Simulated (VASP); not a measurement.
# Pb in VASP: a series of runs, part 2 of 2

VASP 6.6.1. Earlier steps stand in the parts before.

### Step 3. Single point, PBE

This run uses another cell than the first one, of 228.36 Å³/atom, 1.093 times its volume.

File INCAR:

```
PREC = Accurate
ENCUT = 520
EDIFF = 1E-6
ISMEAR = 0
SIGMA = 0.1
LREAL = False
LASPH = True
NELM = 100
ALGO = Normal
ISIF = 2
LWAVE = False
LCHARG = False
LDIPOL = True
IDIPOL = 3
DIPOL = 0.5 0.5 0.294
GGA = PE
NBANDS = 13
```

File KPOINTS:

```
regular mesh
0
Gamma
  6 6 1
```

File POSCAR:

```
Pb
1.0
    3.3285303729     -0.0000002315      0.0000000000
   -1.6642649860      2.8825919760      0.0000000000
    0.0000000000      0.0000000000     23.8000000000
Pb
1
Direct
    0.0000000000      0.0000000000      0.2941176471
```

Potentials or basis: VASP PAW PBE potentials, release 64 (Pb_d).

Run with:

```console
cat potpaw_PBE.64/Pb_d/POTCAR > POTCAR
mpirun -np 1 vasp_std > vasp.out
```

OUTCAR:

```text
PREC = Accurate
   ENCUT = 520
   EDIFF = 1E-6
   ISMEAR = 0
   LREAL = False
   LASPH = True
   NELM = 100
   ISIF = 2
   GGA = PE

 ion  position               nearest neighbor table
   1  0.000  0.000  0.294-

  LATTYP: Found a hexagonal cell.
 ALAT       =     3.3285303729
 C/A-ratio  =     7.1503027864

  Lattice vectors:

 A1 = (   3.3285303729,  -0.0000002315,   0.0000000000)
 A2 = (  -1.6642649860,   2.8825919760,   0.0000000000)
 A3 = (   0.0000000000,   0.0000000000,  23.8000000000)

Analysis of symmetry for initial positions (statically):
=====================================================================
 Subroutine PRICEL returns:
 Original cell was already a primitive cell.

 Routine SETGRP: Setting up the symmetry group for a
 hexagonal supercell.

 Subroutine GETGRP returns: Found 24 space group operations
 (whereof 12 operations were pure point group operations)
 out of a pool of 24 trial point group operations.

The static configuration has the point symmetry C_6v.
 The point group associated with its full space group is D_6h.

Analysis of symmetry for dynamics (positions and initial velocities):
[... 163 lines left out ...]
     10       1.5584      0.00000
     11       2.2909      0.00000
     12       2.4886      0.00000
     13       3.9246      0.00000
[... 82 lines left out ...]
  band No.  band energies     occupation
      1     -19.3299      2.00000
      2     -19.3299      2.00000
      3     -19.2493      2.00000
      4     -19.1717      2.00000
      5     -19.1717      2.00000
      6      -8.7556      2.00000
      7      -3.4532      2.00000
      8      -3.4532      2.00000
      9       0.0417      0.00000
     10       4.0225      0.00000
     11       4.0225      0.00000
     12       6.2598      0.00000
     13       6.3641      0.00000

------------------------ aborting loop because EDIFF is reached ----------------------------------------

 vacuum level on the upper side and lower side of the slab       (xc-potential included)        -0.009        -0.010

  FORCE on cell =-STRESS in cart. coord.  units (eV):
  Direction    XX          YY          ZZ          XY          YZ          ZX
  --------------------------------------------------------------------------------------
  -------------------------------------------------------------------------------------
  Total        0.0078627      0.0078627     -0.0157935     -0.0000000      0.0000000     -0.0000000
  in kB        0.0551658      0.0551658     -0.1108090     -0.0000000      0.0000000     -0.0000000
  external PRESSURE =      -0.0001591 kB  Pullay stress =       0.0000000 kB

 VOLUME and BASIS-vectors are now :
 -----------------------------------------------------------------------------
  energy-cutoff  :      520.00
  volume of cell :      228.36
      direct lattice vectors                 reciprocal lattice vectors
     3.328530373 -0.000000232  0.000000000     0.300432902  0.173454989  0.000000000
    -1.664264986  2.882591976  0.000000000     0.000000024  0.346910020  0.000000000
     0.000000000  0.000000000 23.800000000     0.000000000  0.000000000  0.042016807

 POSITION                                       TOTAL-FORCE (eV/Angst)
 -----------------------------------------------------------------------------------
      0.00000      0.00000      7.00000         0.000000     -0.000000      0.000000
 -----------------------------------------------------------------------------------
    total drift:                               -0.000000     -0.000000      0.000102

  FREE ENERGIE OF THE ION-ELECTRON SYSTEM (eV)
  ---------------------------------------------------
  free  energy   TOTEN  =        -3.1083872787 eV

  energy  without entropy=       -3.0977187037  energy(sigma->0) =       -3.10305299

 vacuum level on the upper side and lower side of the slab         1.483         1.483
```

OSZICAR:

```text
N       E                     dE             d eps       ncg     rms          rms(c)
DAV:   1     0.109320595259E+03    0.10932E+03   -0.55025E+03   190   0.757E+02
DAV:   2     0.503168314139E+01   -0.10429E+03   -0.99042E+02   212   0.233E+02
DAV:   3    -0.290108404470E+01   -0.79328E+01   -0.78427E+01   222   0.809E+01
DAV:   4    -0.316838180838E+01   -0.26730E+00   -0.26727E+00   217   0.223E+01
DAV:   5    -0.318039589190E+01   -0.12014E-01   -0.12014E-01   286   0.384E+00    0.834E-01
DAV:   6    -0.313895883819E+01    0.41437E-01   -0.21025E-02   202   0.179E+00    0.486E-01
DAV:   7    -0.311028371042E+01    0.28675E-01   -0.40498E-02   202   0.199E+00    0.106E-01
DAV:   8    -0.310865384204E+01    0.16299E-02   -0.53272E-03   220   0.614E-01    0.577E-02
DAV:   9    -0.310778822833E+01    0.86561E-03   -0.38679E-04   207   0.193E-01    0.243E-02
DAV:  10    -0.310767037575E+01    0.11785E-03   -0.84746E-05   212   0.107E-01    0.183E-02
DAV:  11    -0.310794566190E+01   -0.27529E-03   -0.11033E-04   192   0.681E-02    0.114E-02
DAV:  12    -0.310805164228E+01   -0.10598E-03   -0.40899E-05   197   0.543E-02    0.769E-03
DAV:  13    -0.310818912819E+01   -0.13749E-03   -0.17925E-05   192   0.289E-02    0.330E-03
DAV:  14    -0.310829105732E+01   -0.10193E-03   -0.68121E-06   192   0.103E-02    0.179E-03
DAV:  15    -0.310835823873E+01   -0.67181E-04   -0.43857E-06   192   0.646E-03    0.111E-03
DAV:  16    -0.310837638553E+01   -0.18147E-04   -0.81777E-07   194   0.513E-03    0.490E-04
DAV:  17    -0.310838632118E+01   -0.99356E-05   -0.68067E-07   184   0.237E-03    0.164E-04
DAV:  18    -0.310838727869E+01   -0.95751E-06   -0.23967E-08   177   0.111E-03
   1 F= -.31083873E+01 E0= -.31030530E+01  d E =-.106686E-01
```

stdout:

```text
POSCAR found type information on POSCAR Pb
 POSCAR found :  1 types and       1 ions
 scaLAPACK will be used
 LDA part: xc-table for (Slater+PW92), standard interpolation
 POSCAR, INCAR and KPOINTS ok, starting setup
 FFT: planning ... GRIDC
 FFT: planning ... GRID_SOFT
 FFT: planning ... GRID
 WAVECAR not read
 entering main loop
```

Run time: 33 s. Hardware: 1 thread of Intel Xeon Platinum 8488C (Sapphire Rapids), shared host; peak memory 0.37 GiB.

Results:

```yaml
Free_energy: -3.1084 eV
Band_gap_on_the_k_mesh: zero (band 7 reaches -2.65 eV, above the bottom of band 8 at -3.45 eV)
```

Caveat: the k points lie up to 0.36 Å⁻¹ apart; spin-orbit coupling is left out, which moves the levels of the heavy elements.
